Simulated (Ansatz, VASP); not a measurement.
WSe2 in VASP and in Ansatz

```
W Se
1.0
     3.20567    0.00000    0.00000
    -1.60284    2.77620    0.00000
     0.00000    0.00000   12.95920
W Se
2 4
Direct
  0.66667 0.33333 0.75000
  0.33333 0.66667 0.25000
  0.33333 0.66667 0.87878
  0.66667 0.33333 0.37878
  0.33333 0.66667 0.62122
  0.66667 0.33333 0.12122
```

Change from the starting cell: equal strain along all axes, cell held, atoms relaxed: -2.0 %.

Alike in both runs: task relaxation of the atoms; functional PBEsol; k mesh 12 × 12 × 2; occupations gaussian, width 0.02 eV; no spin polarisation.

|  | VASP | Ansatz |
| --- | --- | --- |
| version | VASP 6.6.1 | Ansatz 0.2.0 |
| potentials or method | VASP PAW PBE potentials, release 64 (W_sv, Se), cutoff 520 eV | scalar-relativistic, plane waves, PAW |
| valence electrons in the cell | 52 | 92 |

Ansatz gave:

```
gap on the k mesh at the Fermi level, each at its own relaxed structure (eV) : 0.96
```

**Question.** What did VASP give for the same quantities?

**Answer.** gap on the k mesh at the Fermi level, each at its own relaxed structure (eV): 0.95.

VASP's potentials were made for PBE, not for PBEsol. VASP's potentials hold 52 valence electrons a cell and Ansatz's 92, so a difference there can come from the potentials and not from the codes. Ansatz's warnings: stress scf threshold loose.

Neither program's run includes spin-orbit coupling.
